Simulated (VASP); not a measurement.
# GaP (rocksalt type) (Fm-3m) in VASP: a series of runs

Runs on GaP (rocksalt type). Level: PBE. Tasks: electric field gradients, density of states.

All numbers are computed with VASP 6.6.1; they aren't measurements. Logs are shortened: lines on timing, memory, paths and dates and some standing lists are left out, and cuts for length are marked.

## Step 1: The cell of the first run

It takes space group Fm-3m (No. 225, cubic). Conventional cell: a = 5.073 Å, b = 5.073 Å, c = 5.073 Å, α = 90.00°, β = 90.00°, γ = 90.00°. Ga (site symmetry m-3m) has 6 P at 2.54 Å within 3.3 Å. Within 3.3 Å of P (site symmetry m-3m) lie 6 Ga at 2.54 Å.

## Step 2: Electric field gradients, PBE (volume scaled by 0.95)

File INCAR:

```
SYSTEM = GaP
PREC = Accurate ; ENCUT = 520
EDIFF = 1E-8 ; ISMEAR = -1
SIGMA = 0.05 ; LREAL = .FALSE.
LASPH = .TRUE. ; NELM = 60
ALGO = Normal ; ISIF = 2
LWAVE = .FALSE. ; LCHARG = .FALSE.
GGA = PE ; LEFG = .TRUE.
NBANDS = 16
```

File KPOINTS:

```
regular mesh
0
G
  12 12 12
  0 0 0
```

File POSCAR:

```
GaP
1.0
    0.0000000000      2.5367224509      2.5367224509
    2.5367224509      0.0000000000      2.5367224509
    2.5367224509      2.5367224509      0.0000000000
Ga P
1 1
Direct
    0.0000000000      0.0000000000      0.0000000000
    0.5000000000      0.5000000000      0.5000000000
```

Potentials or basis: VASP PAW PBE potentials, release 64 (Ga_d, P).

On the command line:

```sh
$ cat potpaw_PBE.64/Ga_d/POTCAR potpaw_PBE.64/P/POTCAR > POTCAR
$ mpirun -np 1 vasp_std > vasp.out
```

OUTCAR:

```text
SYSTEM = GaP
   PREC = Accurate
   ENCUT = 520
   EDIFF = 1E-8
   ISMEAR = -1
   LREAL = .FALSE.
   LASPH = .TRUE.
   NELM = 60
   ISIF = 2
   GGA = PE

 ion  position               nearest neighbor table
   1  0.000  0.000  0.000-   2 2.54   2 2.54   2 2.54   2 2.54   2 2.54   2 2.54
   2  0.500  0.500  0.500-   1 2.54   1 2.54   1 2.54   1 2.54   1 2.54   1 2.54

  LATTYP: Found a face centered cubic cell.
 ALAT       =     5.0734449018

  Lattice vectors:

 A1 = (   0.0000000000,   2.5367224509,   2.5367224509)
 A2 = (   2.5367224509,   0.0000000000,   2.5367224509)
 A3 = (   2.5367224509,   2.5367224509,   0.0000000000)

Analysis of symmetry for initial positions (statically):
=====================================================================
 Subroutine PRICEL returns:
 Original cell was already a primitive cell.

 Routine SETGRP: Setting up the symmetry group for a
 face centered cubic supercell.

 Subroutine GETGRP returns: Found 48 space group operations
 (whereof 48 operations were pure point group operations)
 out of a pool of 48 trial point group operations.

The static configuration has the point symmetry O_h .

Analysis of symmetry for dynamics (positions and initial velocities):
=====================================================================
 Subroutine PRICEL returns:
 Original cell was already a primitive cell.

 Routine SETGRP: Setting up the symmetry group for a
 face centered cubic supercell.

 Subroutine GETGRP returns: Found 48 space group operations
 (whereof 48 operations were pure point group operations)
 out of a pool of 48 trial point group operations.

The dynamic configuration has the point symmetry O_h .

 Subroutine INISYM returns: Found 48 space group operations
 (whereof 48 operations are pure point group operations),
 and found     1 'primitive' translations

----------------------------------------------------------------------------------------

                                     Primitive cell

  volume of cell :      32.6474

  direct lattice vectors                    reciprocal lattice vectors
     0.000000000  2.536722451  2.536722451    -0.197104732  0.197104732  0.197104732
     2.536722451  0.000000000  2.536722451     0.197104732 -0.197104732  0.197104732
     2.536722451  2.536722451  0.000000000     0.197104732  0.197104732 -0.197104732

  length of vectors
     3.587467294  3.587467294  3.587467294     0.341395411  0.341395411  0.341395411

  position of ions in fractional coordinates (direct lattice)
     0.000000000  0.000000000  0.000000000
     0.500000000  0.500000000  0.500000000

  ion indices of the primitive-cell ions
   primitive index   ion index
                 1           1
                 2           2

----------------------------------------------------------------------------------------

 KPOINTS: regular mesh

Automatic generation of k-mesh.
 Grid dimensions read from file:
 generate k-points for:   12   12   12

 Generating k-lattice:

  Cartesian coordinates                     Fractional coordinates (reciprocal lattice)
    -0.016425394  0.016425394  0.016425394     0.083333333  0.000000000  0.000000000
     0.016425394 -0.016425394  0.016425394     0.000000000  0.083333333  0.000000000
     0.016425394  0.016425394 -0.016425394     0.000000000  0.000000000  0.083333333

  Length of vectors
     0.028449618  0.028449618  0.028449618

  Shift w.r.t. Gamma in fractional coordinates (k-lattice)
     0.000000000  0.000000000  0.000000000

 Subroutine IBZKPT returns following result:
 ===========================================

 Found     72 irreducible k-points:

 Following reciprocal coordinates:
            Coordinates               Weight
  0.000000  0.000000  0.000000      1.000000
  0.083333  0.000000  0.000000      8.000000
  0.166667  0.000000  0.000000      8.000000
  0.250000  0.000000  0.000000      8.000000
  0.333333  0.000000  0.000000      8.000000
  0.416667  0.000000  0.000000      8.000000
[... 16 lines left out ...]
  0.500000  0.166667  0.000000     24.000000
 -0.416667  0.166667  0.000000     24.000000
 [... further k-points ...]
   k-points           NKPTS =     72   k-points in BZ     NKDIM =     72   number of bands    NBANDS=     16
   number of dos      NEDOS =    301   number of ions     NIONS =      2
   total plane-waves  NPLWV =  21952
   dimension x,y,z NGX =    28 NGY =   28 NGZ =   28
   dimension x,y,z NGXF=    56 NGYF=   56 NGZF=   56
   ions per type =               1   1
   NGX,Y,Z   is equivalent  to a cutoff of  12.98, 12.98, 12.98 a.u.
   NGXF,Y,Z  is equivalent  to a cutoff of  25.95, 25.95, 25.95 a.u.
 SYSTEM =  GaP
   PREC   = accura    normal or accurate (medium, high low for compatibility)
   ISTART =      0    job   : 0-new  1-cont  2-samecut
   ICHARG =      2    charge: 1-file 2-atom 10-const
   ISPIN  =      1    spin polarized calculation?
   LNONCOLLINEAR =      F non collinear calculations
   LSORBIT =      F    spin-orbit coupling
   LASPH  =      T    aspherical Exc in radial PAW
   ENCUT  =  520.0 eV  38.22 Ry    6.18 a.u.   6.67  6.67  6.67*2*pi/ulx,y,z
   NELM   =     60;   NELMIN=  2; NELMDL= -5     # of ELM steps
   EDIFF  = 0.1E-07   stopping-criterion for ELM
   LREAL  =      F    real-space projection
   EDIFFG = 0.1E-06   stopping-criterion for IOM
   NSW    =      0    number of steps for IOM
   IBRION =     -1    ionic relax: 0-MD 1-quasi-New 2-CG
   NFREE  =      0    steps in history (QN), initial steepest desc. (CG)
   ISIF   =      2    stress and relaxation
   ISYM   =      2    0-nonsym 1-usesym 2-fastsym
   POTIM  = 0.5000    time-step for ionic-motion
   TEBEG  =    0.0;   TEEND  =   0.0 temperature during run
   PSTRESS=    0.0 pullay stress
   NELECT =      18.0000    total number of electrons
   NUPDOWN=      -1.0000    fix difference up-down
   EMIN   =  10.00;   EMAX   =-10.00  energy-range for DOS
   EFERMI =   0.00;   METHOD = LEGACY
   ISMEAR =    -1;   SIGMA  =   0.05  broadening in eV -4-tet -1-fermi 0-gaus
   EFERMI_NEDOS =   21; number of points for ismear=-14 and -15
   IALGO  =     38    algorithm
   IMIX   =      4    mixing-type and parameters
     AMIX     =   0.40;   BMIX     =  1.00
     AMIX_MAG =   1.60;   BMIX_MAG =  1.00
  volume/ion in A,a.u.               =      16.32       110.16
  Fermi-wavevector in a.u.,A,eV,Ry     =   1.342402  2.536773 24.518299  1.802044
  Thomas-Fermi vector in A             =   2.470559
   LORBIT       =      0    0 simple, 1 ext, 2 COOP (PROOUT), +10 PAW based schemes
   GGA     = PE    functional components
   LHFCALC =     F    Hartree Fock is set to
   AEXX    =    0.0000 exact exchange contribution
   IVDW    =     0    specifies the selected vdW correction
   LEPSILON=     F    determine dielectric tensor
   LRPA    =     F    only Hartree local field effects (RPA)
 non-spin polarized calculation
  energy-cutoff  :      520.00
  volume of cell :       32.65
 maximum number of plane-waves:       899
   NGX = 13   NGY = 13   NGZ = 13

 number of electron      17.9999987 magnetization

 Free energy of the ion-electron system (eV)
  ---------------------------------------------------
  ext. energy  EPLUGINS =         0.00000000
  ---------------------------------------------------
  free energy    TOTEN  =        -8.28613490 eV

  energy without entropy =       -8.27520396  energy(sigma->0) =       -8.28066943

 E-fermi :   6.9596     XC(G=0): -11.2068

 val. band max:        6.9550480062   @ k =   0.1667   0.0000   0.0000
 cond. band min:       6.9662165943   @ k =   0.2500   0.0000   0.0000
 fundamental gap:      0.0111685882
 Fermi energy:         6.9596090362

 k-point     1 :       0.0000    0.0000    0.0000
  band No.  band energies     occupation
      1      -7.7151      2.00000
      2      -7.7151      2.00000
      3      -7.6876      2.00000
      4      -7.6876      2.00000
      5      -7.6876      2.00000
      6      -6.6245      2.00000
[... 8 lines left out ...]
     15      15.9506      0.00000
     16      15.9506      0.00000

 k-point     2 :       0.0833    0.0000    0.0000
  band No.  band energies     occupation
      1      -7.7173      2.00000
      2      -7.7173      2.00000
      3      -7.6881      2.00000
      4      -7.6847      2.00000
      5      -7.6847      2.00000
      6      -6.5153      2.00000
[... 8 lines left out ...]
     15      14.9160      0.00000
     16      15.8670      0.00000

 k-point     3 :       0.1667    0.0000    0.0000
  band No.  band energies     occupation
      1      -7.7248      2.00000
      2      -7.7248      2.00000
      3      -7.6904      2.00000
      4      -7.6753      2.00000
      5      -7.6753      2.00000
      6      -6.1894      2.00000
[... 8 lines left out ...]
     15      15.1389      0.00000
     16      15.7399      0.00000

 k-point     4 :       0.2500    0.0000    0.0000
  band No.  band energies     occupation
      1      -7.7361      2.00000
      2      -7.7361      2.00000
      3      -7.6949      2.00000
      4      -7.6612      2.00000
      5      -7.6612      2.00000
      6      -5.6554      2.00000
[... 8 lines left out ...]
     15      16.1385      0.00000
     16      16.2417      0.00000

 k-point     5 :       0.3333    0.0000    0.0000
  band No.  band energies     occupation
      1      -7.7478      2.00000
      2      -7.7478      2.00000
      3      -7.7001      2.00000
      4      -7.6466      2.00000
      5      -7.6466      2.00000
      6      -4.9413      2.00000
[... 8 lines left out ...]
     15      17.4589      0.00000
     16      17.5018      0.00000

 k-point     6 :       0.4167    0.0000    0.0000
  band No.  band energies     occupation
      1      -7.7566      2.00000
      2      -7.7566      2.00000
      3      -7.7042      2.00000
      4      -7.6357      2.00000
      5      -7.6357      2.00000
      6      -4.1433      2.00000
[... 8 lines left out ...]
     15      18.9257      0.00000
     16      19.0973      0.00000
[... 267 lines left out ...]
 k-point    21 :       0.3333    0.1667    0.0000
  band No.  band energies     occupation
      1      -7.8012      2.00000
      2      -7.7169      2.00000
      3      -7.7005      2.00000
      4      -7.6563      2.00000
      5      -7.6432      2.00000
      6      -5.0203      2.00000
[... 8 lines left out ...]
     15      18.6601      0.00000
     16      19.0780      0.00000

 k-point    22 :       0.4167    0.1667    0.0000
  band No.  band energies     occupation
      1      -7.8104      2.00000
      2      -7.7284      2.00000
      3      -7.6979      2.00000
      4      -7.6521      2.00000
      5      -7.6322      2.00000
      6      -4.2673      2.00000
[... 8 lines left out ...]
     15      19.8918      0.00000
     16      20.4688      0.00000

 k-point    23 :       0.5000    0.1667    0.0000
  band No.  band energies     occupation
      1      -7.8100      2.00000
      2      -7.7392      2.00000
      3      -7.6947      2.00000
      4      -7.6491      2.00000
      5      -7.6281      2.00000
      6      -3.5219      2.00000
[... 8 lines left out ...]
     15      20.1171      0.00000
     16      21.3050      0.00000

 k-point    24 :      -0.4167    0.1667    0.0000
  band No.  band energies     occupation
      1      -7.8004      2.00000
      2      -7.7466      2.00000
      3      -7.6917      2.00000
      4      -7.6483      2.00000
      5      -7.6318      2.00000
      6      -3.3666      2.00000
[... 8 lines left out ...]
     15      18.7515      0.00000
     16      19.9264      0.00000

 [... further k-points ...]

------------------------ aborting loop because EDIFF is reached ----------------------------------------

  FORCE on cell =-STRESS in cart. coord.  units (eV):
  Direction    XX          YY          ZZ          XY          YZ          ZX
  --------------------------------------------------------------------------------------
  -------------------------------------------------------------------------------------
  Total        1.0404632      1.0404632      1.0404632      0.0000000      0.0000000      0.0000000
  in kB       51.0608963     51.0608963     51.0608963      0.0000000      0.0000000      0.0000000
  external PRESSURE =      51.0608963 kB  Pullay stress =       0.0000000 kB

 VOLUME and BASIS-vectors are now :
 -----------------------------------------------------------------------------
  energy-cutoff  :      520.00
  volume of cell :       32.65
      direct lattice vectors                 reciprocal lattice vectors
     0.000000000  2.536722451  2.536722451    -0.197104732  0.197104732  0.197104732
     2.536722451  0.000000000  2.536722451     0.197104732 -0.197104732  0.197104732
     2.536722451  2.536722451  0.000000000     0.197104732  0.197104732 -0.197104732

 POSITION                                       TOTAL-FORCE (eV/Angst)
 -----------------------------------------------------------------------------------
      0.00000      0.00000      0.00000         0.000000      0.000000     -0.000000
      2.53672      2.53672      2.53672         0.000000      0.000000      0.000000
 -----------------------------------------------------------------------------------
    total drift:                               -0.000000      0.000000      0.000000

  FREE ENERGIE OF THE ION-ELECTRON SYSTEM (eV)
  ---------------------------------------------------
  free  energy   TOTEN  =        -8.2861348975 eV

  energy  without entropy=       -8.2752039615  energy(sigma->0) =       -8.28066943

 Electric field gradients (V/A^2)
---------------------------------------------------------------------
 ion       V_xx      V_yy      V_zz      V_xy      V_xz      V_yz
---------------------------------------------------------------------
   1      -0.000    -0.000    -0.000    -0.001    -0.001    -0.001
   2      -0.000    -0.000    -0.000    -0.000    -0.000    -0.000
---------------------------------------------------------------------

 Electric field gradients after diagonalization (V/A^2)
 (convention: |V_zz| > |V_xx| > |V_yy|)
----------------------------------------------------------------------
 ion       V_xx      V_yy      V_zz     asymmetry (V_yy - V_xx)/ V_zz
----------------------------------------------------------------------
   1       0.001     0.001    -0.001       0.000
   2       0.000     0.000    -0.000       0.000
----------------------------------------------------------------------

           NMR quadrupolar parameters

 Cq : quadrupolar parameter    Cq=e*Q*V_zz/h
 eta: asymmetry parameters     (V_yy - V_xx)/ V_zz
 Q  : nuclear electric quadrupole moment in mb (millibarn)
----------------------------------------------------------------------
 ion       Cq(MHz)       eta       Q (mb)
----------------------------------------------------------------------
   1      -0.000       0.000       1.000
   2      -0.000       0.000       1.000
----------------------------------------------------------------------
```

Wall time 19 s (1 thread of Intel Xeon 6975P-C (Granite Rapids), shared host); peak memory 0.18 GiB.

Results:

```
Free energy            : -8.2861 eV
Pressure               : 5.1 GPa
Band gap on the k mesh : zero (band 9 reaches 7.56 eV, above the bottom of band 10 at 4.17 eV)
```

Caveat: without QUAD_EFG the Cq values of the log hold for a quadrupole moment of 1 mb, not for the nuclei.

(Part 1 of 4 ends here.)
